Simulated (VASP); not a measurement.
Here is a VASP 6.6.1 calculation.

INCAR

```
PREC = Accurate ; ENCUT = 520
EDIFF = 1E-6 ; ISMEAR = -1
SIGMA = 0.05 ; LREAL = False
LASPH = True ; NELM = 100
ALGO = Fast ; ISIF = 2
LWAVE = False ; LCHARG = False
GGA = CA ; NBANDS = 9
```

File KPOINTS:

```
regular mesh
0
Gamma
  10 10 5
```

The input POSCAR:

```
Mg
1.0
    3.2093000000      0.0000000000      0.0000000000
   -1.6046500000      2.7793353284      0.0000000000
    0.0000000000      0.0000000000      5.2103000000
Mg
2
Direct
    0.6666666667      0.3333333333      0.7500000000
    0.3333333333      0.6666666667      0.2500000000
```

Potentials or basis: VASP PAW LDA potentials, release 64 (Mg).

Launch:

```sh
$ cat potpaw_LDA.64/Mg/POTCAR > POTCAR
$ mpirun -np 1 vasp_std > vasp.out
```

Problem. What does it give for the pressure?

Solution. -2.7 GPa.

Problem. Estimate the band gap on the k mesh.

Solution. Zero (band 2 reaches 3.10 eV, above the bottom of band 3 at 1.13 eV).

Stress tensor (GPa, compression positive):
```
-3.15  0.00  0.00
 0.00 -3.15  0.00
 0.00  0.00 -1.83
```
